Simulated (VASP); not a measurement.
# TiB (F-43m) in VASP: a series of runs

Runs on TiB. Level: PBEsol. Tasks: single point.

Everything below comes from runs of VASP 6.6.1. Logs are shortened: lines on timing, memory, paths and dates and some standing lists are left out, and cuts for length are marked.

## Step 1: The cell of the first run

Symmetry: F-43m, No. 216, cubic system. Conventional cell: a = 4.202 Å, b = 4.202 Å, c = 4.202 Å, α = 90.00°, β = 90.00°, γ = 90.00°. Ti (site symmetry -43m) has 4 B at 1.82 Å within 2.4 Å. B (site symmetry -43m) has 4 Ti at 1.82 Å within 2.4 Å.

## Step 2: Single point, PBEsol

INCAR

```
  PREC = Accurate
  ENCUT = 500
  EDIFF = 1E-6
  ISMEAR = -1
  SIGMA = 0.1
  LREAL = F
  LASPH = T
  NELM = 120
  ALGO = Normal
  ISIF = 2
  LWAVE = F
  LCHARG = F
  GGA = PS
  NBANDS = 14
  GGA_COMPAT = F
```

KPOINTS

```
regular mesh
0
Gamma
  9 9 9
```

POSCAR

```
TiB
1.0
    0.0000000000      2.1010000000      2.1010000000
    2.1010000000      0.0000000000      2.1010000000
    2.1010000000      2.1010000000      0.0000000000
Ti B
1 1
Direct
    0.2500000000      0.2500000000      0.2500000000
    0.0000000000      0.0000000000      0.0000000000
```

Potentials or basis: VASP PAW PBE potentials, release 64 (Ti_sv, B).

Started as:

```
> cat potpaw_PBE.64/Ti_sv/POTCAR potpaw_PBE.64/B/POTCAR > POTCAR
> mpirun -np 1 vasp_std > vasp.out
```

OUTCAR:

```text
PREC = Accurate
   ENCUT = 500
   EDIFF = 1E-6
   ISMEAR = -1
   LREAL = F
   LASPH = T
   NELM = 120
   ISIF = 2
   GGA = PS

 ion  position               nearest neighbor table
   1  0.250  0.250  0.250-   2 1.82   2 1.82   2 1.82   2 1.82
   2  0.000  0.000  0.000-   1 1.82   1 1.82   1 1.82   1 1.82

  LATTYP: Found a face centered cubic cell.
 ALAT       =     4.2020000000

  Lattice vectors:

 A1 = (   0.0000000000,   2.1010000000,   2.1010000000)
 A2 = (   2.1010000000,   0.0000000000,   2.1010000000)
 A3 = (   2.1010000000,   2.1010000000,   0.0000000000)

Analysis of symmetry for initial positions (statically):
=====================================================================
 Subroutine PRICEL returns:
 Original cell was already a primitive cell.

 Routine SETGRP: Setting up the symmetry group for a
 face centered cubic supercell.

 Subroutine GETGRP returns: Found 24 space group operations
 (whereof 24 operations were pure point group operations)
 out of a pool of 48 trial point group operations.

The static configuration has the point symmetry T_d .

Analysis of symmetry for dynamics (positions and initial velocities):
=====================================================================
 Subroutine PRICEL returns:
 Original cell was already a primitive cell.

 Routine SETGRP: Setting up the symmetry group for a
 face centered cubic supercell.

 Subroutine GETGRP returns: Found 24 space group operations
 (whereof 24 operations were pure point group operations)
 out of a pool of 48 trial point group operations.

The dynamic configuration has the point symmetry T_d .

 Subroutine INISYM returns: Found 24 space group operations
 (whereof 24 operations are pure point group operations),
 and found     1 'primitive' translations

----------------------------------------------------------------------------------------

                                     Primitive cell

  volume of cell :      18.5485

  direct lattice vectors                    reciprocal lattice vectors
     0.000000000  2.101000000  2.101000000    -0.237981913  0.237981913  0.237981913
     2.101000000  0.000000000  2.101000000     0.237981913 -0.237981913  0.237981913
     2.101000000  2.101000000  0.000000000     0.237981913  0.237981913 -0.237981913

[... 83 lines left out ...]
   EDIFF  = 0.1E-05   stopping-criterion for ELM
   LREAL  =      F    real-space projection
   EDIFFG = 0.1E-04   stopping-criterion for IOM
   NSW    =      0    number of steps for IOM
   IBRION =     -1    ionic relax: 0-MD 1-quasi-New 2-CG
   NFREE  =      0    steps in history (QN), initial steepest desc. (CG)
   ISIF   =      2    stress and relaxation
   ISYM   =      2    0-nonsym 1-usesym 2-fastsym
   POTIM  = 0.5000    time-step for ionic-motion
   TEBEG  =    0.0;   TEEND  =   0.0 temperature during run
   PSTRESS=    0.0 pullay stress
   NELECT =      15.0000    total number of electrons
   NUPDOWN=      -1.0000    fix difference up-down
   EMIN   =  10.00;   EMAX   =-10.00  energy-range for DOS
   EFERMI =   0.00;   METHOD = LEGACY
   ISMEAR =    -1;   SIGMA  =   0.10  broadening in eV -4-tet -1-fermi 0-gaus
   EFERMI_NEDOS =   21; number of points for ismear=-14 and -15
   IALGO  =     38    algorithm
   IMIX   =      4    mixing-type and parameters
     AMIX     =   0.40;   BMIX     =  1.00
     AMIX_MAG =   1.60;   BMIX_MAG =  1.00
  volume/ion in A,a.u.               =       9.27        62.59
  Fermi-wavevector in a.u.,A,eV,Ry     =   1.525232  2.882270 31.651671  2.326332
  Thomas-Fermi vector in A             =   2.633430
   LORBIT       =      0    0 simple, 1 ext, 2 COOP (PROOUT), +10 PAW based schemes
   GGA     = PS    functional components
   LHFCALC =     F    Hartree Fock is set to
   AEXX    =    0.0000 exact exchange contribution
   IVDW    =     0    specifies the selected vdW correction
   LEPSILON=     F    determine dielectric tensor
   LRPA    =     F    only Hartree local field effects (RPA)
 non-spin polarized calculation
  energy-cutoff  :      500.00
  volume of cell :       18.55
 maximum number of plane-waves:       489
 NGX is ok and might be reduce to    24
   NGX = 11   NGY = 11   NGZ = 11

 number of electron      14.9999998 magnetization

 Free energy of the ion-electron system (eV)
  ---------------------------------------------------
  ext. energy  EPLUGINS =         0.00000000
  ---------------------------------------------------
  free energy    TOTEN  =       -11.11302171 eV

  energy without entropy =      -11.08480606  energy(sigma->0) =      -11.09891388

 E-fermi :   9.2161     XC(G=0): -12.9097

 val. band max:        9.1612826965   @ k =  -0.3333   0.4444   0.1111
 cond. band min:       9.2244508117   @ k =   0.4444   0.3333   0.0000
 fundamental gap:      0.0631681152
 Fermi energy:         9.2161312720

 k-point     1 :       0.0000    0.0000    0.0000
  band No.  band energies     occupation
      1     -45.4418      2.00000
      2     -21.6413      2.00000
      3     -21.6413      2.00000
      4     -21.6413      2.00000
      5       0.1779      2.00000
      6       7.2579      2.00000
      7       7.2579      2.00000
      8       7.2579      2.00000
      9      12.4440      0.00000
     10      12.4440      0.00000
     11      21.4625      0.00000
     12      21.9685      0.00000
     13      21.9685      0.00000
     14      21.9685      0.00000
[... 377 lines left out ...]
      1     -45.2896      2.00000
      2     -22.3414      2.00000
      3     -21.9418      2.00000
      4     -21.9418      2.00000
      5       4.2806      2.00000
      6       5.0698      2.00000
      7      10.1234      0.00023
      8      10.8340      0.00000
      9      10.8340      0.00000
     10      13.8634      0.00000
     11      15.6857      0.00000
     12      15.6857      0.00000
     13      17.0632      0.00000
     14      25.1132      0.00000

 [... further k-points ...]
[... 5 lines left out ...]
  --------------------------------------------------------------------------------------
  -------------------------------------------------------------------------------------
  Total       12.9926204     12.9926204     12.9926204      0.0000000     -0.0000000      0.0000000
  in kB     1122.2747191   1122.2747191   1122.2747191      0.0000000     -0.0000000      0.0000000
  external PRESSURE =    1122.2747191 kB  Pullay stress =       0.0000000 kB

 VOLUME and BASIS-vectors are now :
 -----------------------------------------------------------------------------
  energy-cutoff  :      500.00
  volume of cell :       18.55
      direct lattice vectors                 reciprocal lattice vectors
     0.000000000  2.101000000  2.101000000    -0.237981913  0.237981913  0.237981913
     2.101000000  0.000000000  2.101000000     0.237981913 -0.237981913  0.237981913
     2.101000000  2.101000000  0.000000000     0.237981913  0.237981913 -0.237981913

 POSITION                                       TOTAL-FORCE (eV/Angst)
 -----------------------------------------------------------------------------------
      1.05050      1.05050      1.05050         0.000000      0.000000      0.000000
      0.00000      0.00000      0.00000        -0.000000     -0.000000     -0.000000
 -----------------------------------------------------------------------------------
    total drift:                               -0.000001     -0.000001     -0.000001

  FREE ENERGIE OF THE ION-ELECTRON SYSTEM (eV)
  ---------------------------------------------------
  free  energy   TOTEN  =       -11.1130217091 eV

  energy  without entropy=      -11.0848060591  energy(sigma->0) =      -11.09891388
```

It took 4.3 s on 1 thread of Intel Xeon 6975P-C (Granite Rapids), shared host; peak memory 0.14 GiB.

What came out:

```
Free energy : -11.1130 eV
Pressure    : 112.2 GPa
```

Levels at points of the mesh, in eV from the Fermi level:
```csv
k point,band 4,band 5,band 6,band 7,band 8,band 9,band 10,band 11,band 12,band 13
"(0.00, 0.00, 0.00)",-30.86,-9.04,-1.96,-1.96,-1.96,3.23,3.23,12.25,12.75,12.75
```

Caveat: the PAW data sets were made with another functional, which shifts forces and pressure a little.

## Step 3: Single point, PBEsol

INCAR

```
SYSTEM = TiB
PREC = Accurate
ENCUT = 500
EDIFF = 1E-6
ISMEAR = -1
SIGMA = 0.1
LREAL = .False.
LASPH = .True.
NELM = 120
ALGO = Normal
ISIF = 2
LWAVE = .False.
LCHARG = .False.
GGA = PS
NBANDS = 14
GGA_COMPAT = .False.
```

KPOINTS

```
regular mesh
0
Gamma
  9 9 9
  0 0 0
```

POSCAR is that of step 2.

Potentials or basis: VASP PAW PBE potentials, release 64 (Ti_sv, B).

Started as:

```
> cat potpaw_PBE.64/Ti_sv/POTCAR potpaw_PBE.64/B/POTCAR > POTCAR
> mpirun -np 1 vasp_std > vasp.out
```

OUTCAR:

```text
SYSTEM = TiB
   PREC = Accurate
   ENCUT = 500
   EDIFF = 1E-6
   ISMEAR = -1
   LREAL = .False.
   LASPH = .True.
   NELM = 120
   ISIF = 2
   GGA = PS

 ion  position               nearest neighbor table
   1  0.250  0.250  0.250-   2 1.82   2 1.82   2 1.82   2 1.82
   2  0.000  0.000  0.000-   1 1.82   1 1.82   1 1.82   1 1.82

  LATTYP: Found a face centered cubic cell.
 ALAT       =     4.2020000000

  Lattice vectors:

 A1 = (   0.0000000000,   2.1010000000,   2.1010000000)
 A2 = (   2.1010000000,   0.0000000000,   2.1010000000)
 A3 = (   2.1010000000,   2.1010000000,   0.0000000000)

Analysis of symmetry for initial positions (statically):
=====================================================================
 Subroutine PRICEL returns:
 Original cell was already a primitive cell.

 Routine SETGRP: Setting up the symmetry group for a
 face centered cubic supercell.

 Subroutine GETGRP returns: Found 24 space group operations
 (whereof 24 operations were pure point group operations)
 out of a pool of 48 trial point group operations.

The static configuration has the point symmetry T_d .

Analysis of symmetry for dynamics (positions and initial velocities):
=====================================================================
 Subroutine PRICEL returns:
 Original cell was already a primitive cell.

 Routine SETGRP: Setting up the symmetry group for a
 face centered cubic supercell.

 Subroutine GETGRP returns: Found 24 space group operations
 (whereof 24 operations were pure point group operations)
 out of a pool of 48 trial point group operations.

The dynamic configuration has the point symmetry T_d .

 Subroutine INISYM returns: Found 24 space group operations
 (whereof 24 operations are pure point group operations),
 and found     1 'primitive' translations

----------------------------------------------------------------------------------------

                                     Primitive cell

  volume of cell :      18.5485

  direct lattice vectors                    reciprocal lattice vectors
     0.000000000  2.101000000  2.101000000    -0.237981913  0.237981913  0.237981913
     2.101000000  0.000000000  2.101000000     0.237981913 -0.237981913  0.237981913
     2.101000000  2.101000000  0.000000000     0.237981913  0.237981913 -0.237981913

  length of vectors
     2.971262695  2.971262695  2.971262695     0.412196765  0.412196765  0.412196765

  position of ions in fractional coordinates (direct lattice)
     0.250000000  0.250000000  0.250000000
     0.000000000  0.000000000  0.000000000

  ion indices of the primitive-cell ions
   primitive index   ion index
                 1           1
                 2           2

----------------------------------------------------------------------------------------

 KPOINTS: regular mesh

Automatic generation of k-mesh.
 Grid dimensions read from file:
 generate k-points for:    9    9    9

 Generating k-lattice:

  Cartesian coordinates                     Fractional coordinates (reciprocal lattice)
    -0.026442435  0.026442435  0.026442435     0.111111111  0.000000000  0.000000000
     0.026442435 -0.026442435  0.026442435     0.000000000  0.111111111  0.000000000
     0.026442435  0.026442435 -0.026442435     0.000000000  0.000000000  0.111111111

  Length of vectors
     0.045799641  0.045799641  0.045799641

  Shift w.r.t. Gamma in fractional coordinates (k-lattice)
     0.000000000  0.000000000  0.000000000

 Subroutine IBZKPT returns following result:
 ===========================================

 Found     35 irreducible k-points:

 Following reciprocal coordinates:
            Coordinates               Weight
  0.000000  0.000000  0.000000      1.000000
  0.111111  0.000000  0.000000      8.000000
  0.222222  0.000000  0.000000      8.000000
  0.333333  0.000000  0.000000      8.000000
  0.444444  0.000000  0.000000      8.000000
  0.111111  0.111111  0.000000      6.000000
[... 16 lines left out ...]
 -0.333333  0.333333  0.000000     12.000000
  0.444444  0.444444  0.000000      6.000000
 [... further k-points ...]
   k-points           NKPTS =     35   k-points in BZ     NKDIM =     35   number of bands    NBANDS=     14
   number of dos      NEDOS =    301   number of ions     NIONS =      2
   total plane-waves  NPLWV =  13824
   dimension x,y,z NGX =    24 NGY =   24 NGZ =   24
   dimension x,y,z NGXF=    48 NGYF=   48 NGZF=   48
   ions per type =               1   1
   NGX,Y,Z   is equivalent  to a cutoff of  13.43, 13.43, 13.43 a.u.
   NGXF,Y,Z  is equivalent  to a cutoff of  26.86, 26.86, 26.86 a.u.
 SYSTEM =  TiB
   PREC   = accura    normal or accurate (medium, high low for compatibility)
   ISTART =      0    job   : 0-new  1-cont  2-samecut
   ICHARG =      2    charge: 1-file 2-atom 10-const
   ISPIN  =      1    spin polarized calculation?
   LNONCOLLINEAR =      F non collinear calculations
   LSORBIT =      F    spin-orbit coupling
   LASPH  =      T    aspherical Exc in radial PAW
   ENCUT  =  500.0 eV  36.75 Ry    6.06 a.u.   5.42  5.42  5.42*2*pi/ulx,y,z
   NELM   =    120;   NELMIN=  2; NELMDL= -5     # of ELM steps
   EDIFF  = 0.1E-05   stopping-criterion for ELM
   LREAL  =      F    real-space projection
   EDIFFG = 0.1E-04   stopping-criterion for IOM
   NSW    =      0    number of steps for IOM
   IBRION =     -1    ionic relax: 0-MD 1-quasi-New 2-CG
   NFREE  =      0    steps in history (QN), initial steepest desc. (CG)
   ISIF   =      2    stress and relaxation
   ISYM   =      2    0-nonsym 1-usesym 2-fastsym
   POTIM  = 0.5000    time-step for ionic-motion
   TEBEG  =    0.0;   TEEND  =   0.0 temperature during run
   PSTRESS=    0.0 pullay stress
   NELECT =      15.0000    total number of electrons
   NUPDOWN=      -1.0000    fix difference up-down
   EMIN   =  10.00;   EMAX   =-10.00  energy-range for DOS
   EFERMI =   0.00;   METHOD = LEGACY
   ISMEAR =    -1;   SIGMA  =   0.10  broadening in eV -4-tet -1-fermi 0-gaus
   EFERMI_NEDOS =   21; number of points for ismear=-14 and -15
   IALGO  =     38    algorithm
   IMIX   =      4    mixing-type and parameters
     AMIX     =   0.40;   BMIX     =  1.00
     AMIX_MAG =   1.60;   BMIX_MAG =  1.00
  volume/ion in A,a.u.               =       9.27        62.59
  Fermi-wavevector in a.u.,A,eV,Ry     =   1.525232  2.882270 31.651671  2.326332
  Thomas-Fermi vector in A             =   2.633430
   LORBIT       =      0    0 simple, 1 ext, 2 COOP (PROOUT), +10 PAW based schemes
   GGA     = PS    functional components
   LHFCALC =     F    Hartree Fock is set to
   AEXX    =    0.0000 exact exchange contribution
   IVDW    =     0    specifies the selected vdW correction
   LEPSILON=     F    determine dielectric tensor
   LRPA    =     F    only Hartree local field effects (RPA)
 non-spin polarized calculation
  energy-cutoff  :      500.00
  volume of cell :       18.55
 maximum number of plane-waves:       489
 NGX is ok and might be reduce to    24
   NGX = 11   NGY = 11   NGZ = 11

 number of electron      14.9999998 magnetization

 Free energy of the ion-electron system (eV)
  ---------------------------------------------------
  ext. energy  EPLUGINS =         0.00000000
  ---------------------------------------------------
  free energy    TOTEN  =       -11.11302171 eV

  energy without entropy =      -11.08480606  energy(sigma->0) =      -11.09891388

 E-fermi :   9.2161     XC(G=0): -12.9097

 val. band max:        9.1612826965   @ k =  -0.3333   0.4444   0.1111
 cond. band min:       9.2244508117   @ k =   0.4444   0.3333   0.0000
 fundamental gap:      0.0631681152
 Fermi energy:         9.2161312720

 k-point     1 :       0.0000    0.0000    0.0000
  band No.  band energies     occupation
      1     -45.4418      2.00000
      2     -21.6413      2.00000
      3     -21.6413      2.00000
      4     -21.6413      2.00000
      5       0.1779      2.00000
      6       7.2579      2.00000
      7       7.2579      2.00000
      8       7.2579      2.00000
      9      12.4440      0.00000
     10      12.4440      0.00000
     11      21.4625      0.00000
     12      21.9685      0.00000
     13      21.9685      0.00000
     14      21.9685      0.00000
[... 375 lines left out ...]
 k-point    24 :       0.4444    0.4444    0.0000
  band No.  band energies     occupation
      1     -45.2896      2.00000
      2     -22.3414      2.00000
      3     -21.9418      2.00000
      4     -21.9418      2.00000
      5       4.2806      2.00000
      6       5.0698      2.00000
      7      10.1234      0.00023
      8      10.8340      0.00000
      9      10.8340      0.00000
     10      13.8634      0.00000
     11      15.6857      0.00000
     12      15.6857      0.00000
     13      17.0632      0.00000
     14      25.1132      0.00000

 [... further k-points ...]
[... 5 lines left out ...]
  --------------------------------------------------------------------------------------
  -------------------------------------------------------------------------------------
  Total       12.9926204     12.9926204     12.9926204      0.0000000     -0.0000000      0.0000000
  in kB     1122.2747191   1122.2747191   1122.2747191      0.0000000     -0.0000000      0.0000000
  external PRESSURE =    1122.2747191 kB  Pullay stress =       0.0000000 kB

 VOLUME and BASIS-vectors are now :
 -----------------------------------------------------------------------------
  energy-cutoff  :      500.00
  volume of cell :       18.55
      direct lattice vectors                 reciprocal lattice vectors
     0.000000000  2.101000000  2.101000000    -0.237981913  0.237981913  0.237981913
     2.101000000  0.000000000  2.101000000     0.237981913 -0.237981913  0.237981913
     2.101000000  2.101000000  0.000000000     0.237981913  0.237981913 -0.237981913

 POSITION                                       TOTAL-FORCE (eV/Angst)
 -----------------------------------------------------------------------------------
      1.05050      1.05050      1.05050         0.000000      0.000000      0.000000
      0.00000      0.00000      0.00000        -0.000000     -0.000000     -0.000000
 -----------------------------------------------------------------------------------
    total drift:                               -0.000001     -0.000001     -0.000001

  FREE ENERGIE OF THE ION-ELECTRON SYSTEM (eV)
  ---------------------------------------------------
  free  energy   TOTEN  =       -11.1130217091 eV

  energy  without entropy=      -11.0848060591  energy(sigma->0) =      -11.09891388
```

Wall time 4.3 s (1 thread of Intel Xeon 6975P-C (Granite Rapids), shared host); peak memory 0.14 GiB.

What came out:

```yaml
Free_energy: -11.1130 eV
Pressure: 112.2 GPa
```

Levels at points of the mesh, in eV from the Fermi level:
```csv
k point,band 4,band 5,band 6,band 7,band 8,band 9,band 10,band 11,band 12,band 13
"(0.00, 0.00, 0.00)",-30.86,-9.04,-1.96,-1.96,-1.96,3.23,3.23,12.25,12.75,12.75
```

Caveat: the PAW data sets were made with another functional, which shifts forces and pressure a little.
